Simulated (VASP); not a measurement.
# Ga (Pm-3m) in VASP: a series of runs

The runs below take Ga through single point, with PBE, RPBE+D3(BJ), PBEsol+D4.

Program: VASP 6.6.1. These are calculated values, not measurements. Logs are shortened: lines on timing, memory, paths and dates and some standing lists are left out, and cuts for length are marked.

**1. The cell of the first run**

Symmetry: Pm-3m, No. 221, cubic system. The conventional cell has a = 2.716 Å, b = 2.716 Å, c = 2.716 Å, α = 90.00°, β = 90.00°, γ = 90.00°. Within 3.6 Å of Ga (site symmetry m-3m) lie 6 Ga at 2.72 Å.

**2. Single point, PBE**

The input, INCAR:

```
SYSTEM = Ga
PREC = Accurate
ENCUT = 520
EDIFF = 1E-7
ISMEAR = -1
SIGMA = 0.05
LREAL = .False.
LASPH = .True.
NELM = 80
ALGO = Normal
ISIF = 2
LWAVE = .False.
LCHARG = .False.
GGA = PE
NBANDS = 12
```

The input, KPOINTS:

```
Automatic mesh
0
Gamma
  10 10 10
  0 0 0
```

The input, POSCAR:

```
Ga
1.0
    2.7164800000      0.0000000000      0.0000000000
    0.0000000000      2.7164800000      0.0000000000
    0.0000000000      0.0000000000      2.7164800000
Ga
1
Direct
    0.0000000000      0.0000000000      0.0000000000
```

Potentials or basis: VASP PAW PBE potentials, release 64 (Ga_d).

Command:

```sh
$ cat potpaw_PBE.64/Ga_d/POTCAR > POTCAR
$ mpirun -np 1 vasp_std > vasp.out
```

OUTCAR:

```text
SYSTEM = Ga
   PREC = Accurate
   ENCUT = 520
   EDIFF = 1E-7
   ISMEAR = -1
   LREAL = .False.
   LASPH = .True.
   NELM = 80
   ISIF = 2
   GGA = PE

 ion  position               nearest neighbor table
   1  0.000  0.000  0.000-

  LATTYP: Found a simple cubic cell.
 ALAT       =     2.7164800000

  Lattice vectors:

 A1 = (   2.7164800000,   0.0000000000,   0.0000000000)
 A2 = (   0.0000000000,   2.7164800000,   0.0000000000)
 A3 = (   0.0000000000,   0.0000000000,   2.7164800000)

Analysis of symmetry for initial positions (statically):
=====================================================================
 Subroutine PRICEL returns:
 Original cell was already a primitive cell.

 Routine SETGRP: Setting up the symmetry group for a
 simple cubic supercell.

 Subroutine GETGRP returns: Found 48 space group operations
 (whereof 48 operations were pure point group operations)
 out of a pool of 48 trial point group operations.

The static configuration has the point symmetry O_h .

Analysis of symmetry for dynamics (positions and initial velocities):
=====================================================================
 Subroutine PRICEL returns:
 Original cell was already a primitive cell.

 Routine SETGRP: Setting up the symmetry group for a
 simple cubic supercell.

 Subroutine GETGRP returns: Found 48 space group operations
 (whereof 48 operations were pure point group operations)
 out of a pool of 48 trial point group operations.

The dynamic configuration has the point symmetry O_h .

 Subroutine INISYM returns: Found 48 space group operations
 (whereof 48 operations are pure point group operations),
 and found     1 'primitive' translations

----------------------------------------------------------------------------------------

                                     Primitive cell

  volume of cell :      20.0456

  direct lattice vectors                    reciprocal lattice vectors
     2.716480000  0.000000000  0.000000000     0.368123454  0.000000000  0.000000000
     0.000000000  2.716480000  0.000000000     0.000000000  0.368123454  0.000000000
     0.000000000  0.000000000  2.716480000     0.000000000  0.000000000  0.368123454

  length of vectors
     2.716480000  2.716480000  2.716480000     0.368123454  0.368123454  0.368123454

  position of ions in fractional coordinates (direct lattice)
     0.000000000  0.000000000  0.000000000

  ion indices of the primitive-cell ions
   primitive index   ion index
                 1           1

----------------------------------------------------------------------------------------

 KPOINTS: Automatic mesh

Automatic generation of k-mesh.
 Grid dimensions read from file:
 generate k-points for:   10   10   10

 Generating k-lattice:

  Cartesian coordinates                     Fractional coordinates (reciprocal lattice)
     0.036812345  0.000000000  0.000000000     0.100000000  0.000000000  0.000000000
     0.000000000  0.036812345  0.000000000     0.000000000  0.100000000  0.000000000
     0.000000000  0.000000000  0.036812345     0.000000000  0.000000000  0.100000000

  Length of vectors
     0.036812345  0.036812345  0.036812345

  Shift w.r.t. Gamma in fractional coordinates (k-lattice)
     0.000000000  0.000000000  0.000000000

 Subroutine IBZKPT returns following result:
 ===========================================

 Found     56 irreducible k-points:

 Following reciprocal coordinates:
            Coordinates               Weight
  0.000000  0.000000  0.000000      1.000000
  0.100000  0.000000  0.000000      6.000000
  0.200000  0.000000  0.000000      6.000000
  0.300000  0.000000  0.000000      6.000000
  0.400000  0.000000  0.000000      6.000000
  0.500000  0.000000  0.000000      3.000000
[... 16 lines left out ...]
  0.200000  0.100000  0.100000     24.000000
  0.300000  0.100000  0.100000     24.000000
 [... further k-points ...]
   k-points           NKPTS =     56   k-points in BZ     NKDIM =     56   number of bands    NBANDS=     12
   number of dos      NEDOS =    301   number of ions     NIONS =      1
   total plane-waves  NPLWV =   8000
   dimension x,y,z NGX =    20 NGY =   20 NGZ =   20
   dimension x,y,z NGXF=    40 NGYF=   40 NGZF=   40
   ions per type =               1
   NGX,Y,Z   is equivalent  to a cutoff of  12.24, 12.24, 12.24 a.u.
   NGXF,Y,Z  is equivalent  to a cutoff of  24.48, 24.48, 24.48 a.u.
 SYSTEM =  Ga
   PREC   = accura    normal or accurate (medium, high low for compatibility)
   ISTART =      0    job   : 0-new  1-cont  2-samecut
   ICHARG =      2    charge: 1-file 2-atom 10-const
   ISPIN  =      1    spin polarized calculation?
   LNONCOLLINEAR =      F non collinear calculations
   LSORBIT =      F    spin-orbit coupling
   LASPH  =      T    aspherical Exc in radial PAW
   ENCUT  =  520.0 eV  38.22 Ry    6.18 a.u.   5.05  5.05  5.05*2*pi/ulx,y,z
   NELM   =     80;   NELMIN=  2; NELMDL= -5     # of ELM steps
   EDIFF  = 0.1E-06   stopping-criterion for ELM
   LREAL  =      F    real-space projection
   EDIFFG = 0.1E-05   stopping-criterion for IOM
   NSW    =      0    number of steps for IOM
   IBRION =     -1    ionic relax: 0-MD 1-quasi-New 2-CG
   NFREE  =      0    steps in history (QN), initial steepest desc. (CG)
   ISIF   =      2    stress and relaxation
   ISYM   =      2    0-nonsym 1-usesym 2-fastsym
   POTIM  = 0.5000    time-step for ionic-motion
   TEBEG  =    0.0;   TEEND  =   0.0 temperature during run
   PSTRESS=    0.0 pullay stress
   NELECT =      13.0000    total number of electrons
   NUPDOWN=      -1.0000    fix difference up-down
   EMIN   =  10.00;   EMAX   =-10.00  energy-range for DOS
   EFERMI =   0.00;   METHOD = LEGACY
   ISMEAR =    -1;   SIGMA  =   0.05  broadening in eV -4-tet -1-fermi 0-gaus
   EFERMI_NEDOS =   21; number of points for ismear=-14 and -15
   IALGO  =     38    algorithm
   IMIX   =      4    mixing-type and parameters
     AMIX     =   0.40;   BMIX     =  1.00
     AMIX_MAG =   1.60;   BMIX_MAG =  1.00
  volume/ion in A,a.u.               =      20.05       135.27
  Fermi-wavevector in a.u.,A,eV,Ry     =   1.417042  2.677821 27.320614  2.008008
  Thomas-Fermi vector in A             =   2.538314
   LORBIT       =      0    0 simple, 1 ext, 2 COOP (PROOUT), +10 PAW based schemes
   GGA     = PE    functional components
   LHFCALC =     F    Hartree Fock is set to
   AEXX    =    0.0000 exact exchange contribution
   IVDW    =     0    specifies the selected vdW correction
   LEPSILON=     F    determine dielectric tensor
   LRPA    =     F    only Hartree local field effects (RPA)
 non-spin polarized calculation
  energy-cutoff  :      520.00
  volume of cell :       20.05
 maximum number of plane-waves:       554
   NGX = 11   NGY = 11   NGZ = 11

 number of electron      13.0000027 magnetization

 Free energy of the ion-electron system (eV)
  ---------------------------------------------------
  ext. energy  EPLUGINS =         0.00000000
  ---------------------------------------------------
  free energy    TOTEN  =        -2.83124541 eV

  energy without entropy =       -2.82567487  energy(sigma->0) =       -2.82846014

 E-fermi :   4.7775     XC(G=0): -10.6346

 val. band max:        4.7488402891   @ k =   0.5000   0.5000   0.3000
 cond. band min:       4.7917128701   @ k =   0.4000   0.4000   0.1000
 fundamental gap:      0.0428725810
 Fermi energy:         4.7774624695

 k-point     1 :       0.0000    0.0000    0.0000
  band No.  band energies     occupation
      1     -10.3484      2.00000
      2     -10.3484      2.00000
      3      -9.8349      2.00000
      4      -9.8349      2.00000
      5      -9.8349      2.00000
      6      -5.7994      2.00000
      7      13.7153      0.00000
      8      13.7153      0.00000
      9      13.7153      0.00000
     10      16.6445      0.00000
     11      16.6445      0.00000
     12      19.1072      0.00000

 k-point     2 :       0.1000    0.0000    0.0000
  band No.  band energies     occupation
      1     -10.3446      2.00000
      2     -10.3152      2.00000
      3      -9.8485      2.00000
      4      -9.8485      2.00000
      5      -9.8337      2.00000
      6      -5.5965      2.00000
      7      11.2131      0.00000
      8      13.9256      0.00000
      9      13.9256      0.00000
     10      16.8171      0.00000
     11      18.1106      0.00000
     12      20.6351      0.00000

 k-point     3 :       0.2000    0.0000    0.0000
  band No.  band energies     occupation
      1     -10.3348      2.00000
      2     -10.2309      2.00000
      3      -9.8840      2.00000
      4      -9.8840      2.00000
      5      -9.8307      2.00000
      6      -4.9831      2.00000
      7       7.8857      0.00000
      8      14.5382      0.00000
      9      14.5382      0.00000
     10      17.3355      0.00000
     11      18.8547      0.00000
     12      24.6021      0.00000
[... 286 lines left out ...]
 k-point    23 :       0.2000    0.1000    0.1000
  band No.  band energies     occupation
      1     -10.2824      2.00000
      2     -10.2033      2.00000
      3      -9.9031      2.00000
      4      -9.8976      2.00000
      5      -9.8582      2.00000
      6      -4.5788      2.00000
      7       8.2536      0.00000
      8      11.9423      0.00000
      9      12.6377      0.00000
     10      20.6336      0.00000
     11      21.2865      0.00000
     12      24.3016      0.00000

 k-point    24 :       0.3000    0.1000    0.1000
  band No.  band energies     occupation
      1     -10.2706      2.00000
      2     -10.0983      2.00000
      3      -9.9505      2.00000
      4      -9.9432      2.00000
      5      -9.8539      2.00000
      6      -3.5574      2.00000
      7       5.2208      0.00028
      8      12.8663      0.00000
      9      13.5975      0.00000
     10      20.9595      0.00000
     11      21.2957      0.00000
     12      22.5163      0.00000

 [... further k-points ...]
[... 5 lines left out ...]
  --------------------------------------------------------------------------------------
  -------------------------------------------------------------------------------------
  Total        0.0411624      0.0411624      0.0411624      0.0000000      0.0000000     -0.0000000
  in kB        3.2899705      3.2899705      3.2899705      0.0000000      0.0000000     -0.0000000
  external PRESSURE =       3.2899705 kB  Pullay stress =       0.0000000 kB

 VOLUME and BASIS-vectors are now :
 -----------------------------------------------------------------------------
  energy-cutoff  :      520.00
  volume of cell :       20.05
      direct lattice vectors                 reciprocal lattice vectors
     2.716480000  0.000000000  0.000000000     0.368123454  0.000000000  0.000000000
     0.000000000  2.716480000  0.000000000     0.000000000  0.368123454  0.000000000
     0.000000000  0.000000000  2.716480000     0.000000000  0.000000000  0.368123454

 POSITION                                       TOTAL-FORCE (eV/Angst)
 -----------------------------------------------------------------------------------
      0.00000      0.00000      0.00000         0.000000      0.000000      0.000000
 -----------------------------------------------------------------------------------
    total drift:                                0.000000      0.000000      0.000000

  FREE ENERGIE OF THE ION-ELECTRON SYSTEM (eV)
  ---------------------------------------------------
  free  energy   TOTEN  =        -2.8312454065 eV

  energy  without entropy=       -2.8256748698  energy(sigma->0) =       -2.82846014
```

It took 5.5 s on 1 thread of Intel Xeon 6975P-C (Granite Rapids), shared host; peak memory 0.12 GiB.

Results:

* Free energy: -2.8312 eV
* Pressure: 0.3 GPa

**3. Single point, RPBE+D3(BJ)**

This run uses another cell than the first one, of 15.74 Å³/atom, 0.785 times its volume.

The input, INCAR:

```
PREC     = Accurate       # precision mode
ENCUT    = 520            # plane-wave cutoff, eV
EDIFF    = 1E-7           # SCF threshold, eV
ISMEAR   = -1             # smearing method
SIGMA    = 0.05           # smearing width, eV
LREAL    = False          # projectors in reciprocal space
LASPH    = True           # aspherical terms in the spheres
NELM     = 80             # most SCF steps
ALGO     = Normal         # electronic algorithm
ISIF     = 2              # what is computed and relaxed
LWAVE    = False          # write WAVECAR
LCHARG   = False          # write CHGCAR
GGA      = RP             # functional
IVDW     = 12             # dispersion correction
NBANDS   = 12             # bands
```

The input, KPOINTS:

```
Automatic mesh
0
Gamma
  10 10 10
```

The input, POSCAR:

```
Ga
1.0
    2.5063351905      0.0000000000      0.0000000000
    0.0000000000      2.5063351905      0.0000000000
    0.0000000000      0.0000000000      2.5063351905
Ga
1
Direct
    0.0000000000      0.0000000000      0.0000000000
```

Potentials or basis: VASP PAW PBE potentials, release 64 (Ga_d).

Command:

```sh
$ cat potpaw_PBE.64/Ga_d/POTCAR > POTCAR
$ mpirun -np 1 vasp_std > vasp.out
```

Wall time 3.9 s (1 thread of Intel Xeon 6975P-C (Granite Rapids), shared host); peak memory 0.13 GiB.

Results (log left out):

- Free energy: -4.1861 eV
- Pressure: 0.3 GPa
- Dispersion energy per atom: -2.004 eV

Levels at points of the mesh, in eV from the Fermi level:
```tsv
k point	band 2	band 3	band 4	band 5	band 6	band 7	band 8	band 9	band 10	band 11
(0.00, 0.00, 0.00)	-15.58	-14.69	-14.69	-14.69	-12.35	10.77	10.77	10.77	13.57	13.57
(0.50, 0.00, 0.00)	-15.10	-14.94	-14.94	-14.67	-6.52	-5.35	15.40	15.40	18.27	18.79
(0.50, 0.50, 0.00)	-15.27	-14.90	-14.90	-14.47	-1.00	-1.00	-0.47	4.19	20.46	23.21
(0.50, 0.50, 0.50)	-15.31	-15.31	-14.46	-14.46	3.26	3.26	3.26	7.25	8.95	8.95
```

Caveat: the PAW data sets were made with another functional, which shifts forces and pressure a little; pairwise dispersion overbinds metals, which lowers pressure and volume.

**4. Single point, PBEsol+D4**

This run uses another cell than the first one, of 18.04 Å³/atom, 0.900 times its volume.

The input, INCAR:

```
SYSTEM = Ga
PREC = Accurate ; ENCUT = 520
EDIFF = 1E-7 ; ISMEAR = -1
SIGMA = 0.05 ; LREAL = .False.
LASPH = .True. ; NELM = 60
ALGO = Normal ; ISIF = 2
LWAVE = .False. ; LCHARG = .True.
GGA = PS ; IVDW = 13
LELF = .True. ; LVHAR = .True.
NBANDS = 12
```

The input, KPOINTS:

```
Automatic mesh
0
Gamma
  10 10 10
  0 0 0
```

The input, POSCAR:

```
Ga
1.0
    2.6229022946      0.0000000000      0.0000000000
    0.0000000000      2.6229022946      0.0000000000
    0.0000000000      0.0000000000      2.6229022946
Ga
1
Direct
    0.0000000000      0.0000000000      0.0000000000
```

Command:

```sh
$ cat potpaw_PBE.64/Ga_d/POTCAR > POTCAR
$ mpirun -np 1 vasp_std > vasp.out
```

Run time: 4.4 s. Hardware: 1 thread of Intel Xeon 6975P-C (Granite Rapids), shared host; peak memory 0.12 GiB.

Results (log left out):

```yaml
Free_energy: -3.5582 eV
Pressure: 0.1 GPa
Dispersion_energy_per_atom: -0.290 eV
```

Levels at points of the mesh, in eV from the Fermi level:
```csv
k point,band 3,band 4,band 5,band 6,band 7,band 8,band 9,band 10
"(0.00, 0.00, 0.00)",-14.56,-14.56,-14.56,-11.32,9.67,9.67,9.67,12.60
"(0.50, 0.00, 0.00)",-14.74,-14.74,-14.54,-6.37,-4.63,13.58,13.58,16.69
"(0.50, 0.50, 0.00)",-14.71,-14.71,-14.39,-1.21,-0.82,-0.82,4.20,17.67
"(0.50, 0.50, 0.50)",-15.00,-14.38,-14.38,2.85,2.85,2.85,5.09,8.52
```

Caveat: the PAW data sets were made with another functional, which shifts forces and pressure a little; pairwise dispersion overbinds metals, which lowers pressure and volume.

**5. Summary**

| level | cell | gap on the mesh (eV) | pressure (GPa) |
| --- | --- | --- | --- |
| PBE | a = 2.716 Å, 1 atom | none | 0.3 |
| RPBE+D3(BJ) | a = 2.506 Å, 1 atom | none | 0.3 |
| PBEsol+D4 | a = 2.623 Å, 1 atom | none | 0.1 |

Alike in all rows: task single point; potentials or basis VASP PAW PBE potentials, release 64 (Ga_d); no spin polarisation; k mesh 10 × 10 × 10; cutoff (eV) 520; smearing fermi-dirac 0.05 eV.

Caveats: the PAW data sets were made with another functional, which shifts forces and pressure a little (some runs); pairwise dispersion overbinds metals, which lowers pressure and volume (some runs).

Absolute energies hang on the potentials; compare differences alone.
